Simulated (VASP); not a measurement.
Set up this calculation in VASP 6.6.1, as the native input.

| Property | Result |
| --- | --- |
| Task | relaxation of cell and atoms |
| Functional | LDA |
| Potentials or basis | VASP PAW LDA potentials, release 64 (In_d, Sb) |
| Cutoff | 600 eV |
| k mesh | 12 × 12 × 12 |
| Occupations | gaussian, width 0.1 eV |
| Spin | no spin polarisation |
| Dipole correction | no |
| Further INCAR settings | ALGO = Normal; EDIFF = 1e-07; IBRION = 2; EDIFFG = -0.002; NSW = 100; ISIF = 3 |

The structure of InSb lies in POSCAR:

```
InSb
1.0
    0.0000000000      3.3166107100      3.3166107100
    3.3166107100      0.0000000000      3.3166107100
    3.3166107100      3.3166107100      0.0000000000
In Sb
1 1
Direct
    0.0000000000      0.0000000000      0.0000000000
    0.7500000000      0.7500000000      0.7500000000
```

One way to write it, as run:

INCAR

```
SYSTEM = InSb
PREC = Accurate
ENCUT = 600
EDIFF = 1E-7
ISMEAR = 0
SIGMA = 0.1
LREAL = .FALSE.
LASPH = .TRUE.
NELM = 60
ALGO = Normal
ISIF = 3
LWAVE = .FALSE.
LCHARG = .FALSE.
GGA = CA
IBRION = 2
NSW = 100
EDIFFG = -0.002
```

KPOINTS

```
Automatic mesh
0
G
  12 12 12
  0 0 0
```

Potentials or basis: VASP PAW LDA potentials, release 64 (In_d, Sb).

Launch:

```sh
$ cat potpaw_LDA.64/In_d/POTCAR potpaw_LDA.64/Sb/POTCAR > POTCAR
$ mpirun -np 1 vasp_std > vasp.out
```

Results of the run:

- Relaxed volume: 33.62 Å³/atom
- Relaxed cell: a = 4.564 Å, b = 4.564 Å, c = 4.564 Å, α = 60.00°, β = 60.00°, γ = 60.00°
- Space group after relaxing (to 0.1 Å): F-43m (No. 216)
- Energy gained by relaxing: 30.2 meV/atom
- Ionic steps: 3
- Pressure after relaxing: 0.0 GPa
- Band gap on the k mesh: zero (filled and empty bands touch)

Caveat: semilocal functionals underestimate gaps, so a narrow gap can read as zero; spin-orbit coupling is left out, which moves the levels of the heavy elements.

Wall time 86 s on 1 thread of Intel(R) Xeon(R) Platinum 8559C (Emerald Rapids) (shared host), peak memory 0.26 GiB.
